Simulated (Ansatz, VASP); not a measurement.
## Sb in VASP and in Ansatz

Contents of POSCAR:

```
Sb
1.0
   -1.6023895124      1.6023895124      2.7564039031
    1.6023895124     -1.6023895124      2.7564039031
    1.6023895124      1.6023895124     -2.7564039031
Sb
1
Direct
    0.0000000000      0.0000000000      0.0000000000
```

The input INCAR.step1:

```
SYSTEM = Sb
PREC = Accurate
ENCUT = 520
ISMEAR = -1
SIGMA = 0.1
LREAL = .False.
LASPH = .True.
NELM = 60
NBANDS = 8
GGA = PE
ALGO = Normal
EDIFF = 1E-4
LWAVE = .True.
LCHARG = .False.
```

The input INCAR.step2:

```
SYSTEM = Sb
PREC = Accurate
ENCUT = 520
EDIFF = 1E-6
ISMEAR = -1
SIGMA = 0.1
LREAL = .False.
LASPH = .True.
NELM = 60
ALGO = Normal
ISIF = 2
LWAVE = .False.
LCHARG = .False.
METAGGA = R2SCAN
LMIXTAU = .True.
NBANDS = 8
ISTART = 1
```

The input KPOINTS:

```
Automatic mesh
0
Gamma
  13 13 13
  0 0 0
```

Input for Ansatz:

```yaml
crystal:
  lattice:
    - [-1.6023895123728893, 1.6023895123728893, 2.7564039031077603]
    - [1.6023895123728893, -1.6023895123728893, 2.7564039031077603]
    - [1.6023895123728893, 1.6023895123728893, -2.7564039031077603]
  atoms:
    - { symbol: Sb, position: [0.0, 0.0, 0.0] }
basis:
  ecutwfc: 600.0
kpoints:
  mp_grid:
    grid: [13, 13, 13]
hamiltonian:
  xc: r2scan
scf:
  occupations:
    method: fermi_dirac
    width: 0.1
output:
  stress: true
```

Alike in both runs: task single point; functional r2SCAN; k mesh 13 × 13 × 13; occupations fermi-dirac, width 0.1 eV; no spin polarisation.

```csv
,VASP,Ansatz
version,VASP 6.6.1,Ansatz 0.2.0
potentials or method,"VASP PAW PBE potentials, release 64 (Sb), cutoff 520 eV","plane waves, PAW"
valence electrons in the cell,5,15
```

```csv
,VASP,Ansatz,Ansatz less VASP
pressure (GPa),-1.6,-1.5,+0.08
"traceless stress, the component that is largest in VASP (GPa)",1.01,1.05,+0.038
```

VASP's potentials were made for PBE, not for r2SCAN. The functional is the same, so the differences come from potentials, cutoffs and numerics. VASP's potentials hold 5 valence electrons a cell and Ansatz's 15, so a difference there can come from the potentials and not from the codes.

Neither program's run includes spin-orbit coupling.
